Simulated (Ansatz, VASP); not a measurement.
# One calculation of IrO2, two programs

```
CELL_PARAMETERS angstrom
4.50288 0.00000 0.00000
0.00000 4.50288 0.00000
0.00000 0.00000 3.17215
ATOMIC_POSITIONS crystal
Ir 0.50000 0.50000 0.50000
Ir 0.00000 0.00000 0.00000
O 0.69148 0.69148 0.00000
O 0.80852 0.19148 0.50000
O 0.30852 0.30852 0.00000
O 0.19148 0.80852 0.50000
```

Alike in both runs: functional PBE; dispersion D3(BJ); k mesh 8 × 8 × 12; occupations gaussian, width 0.1 eV; no spin polarisation.

Ansatz relaxed the structure, and its values are those at the end. VASP's run is a single point on that final structure, the one shown.

|  | VASP | Ansatz |
| --- | --- | --- |
| version | VASP 6.6.1 | Ansatz 0.2.0 |
| potentials or method | VASP PAW PBE potentials, release 64 (Ir, O), cutoff 600 eV | scalar-relativistic, plane waves, PAW |
| valence electrons in the cell | 42 | 58 |

```tsv
	VASP	Ansatz	Ansatz less VASP
gap on the k mesh at the Fermi level (eV)	none	none	-
pressure (GPa)	2.2	0.0	-2.24
```

A gap of «none» marks a metal or a gap that the smearing closes. VASP's potentials hold 42 valence electrons a cell and Ansatz's 58, so a difference there can come from the potentials and not from the codes.

Neither program's run includes spin-orbit coupling.
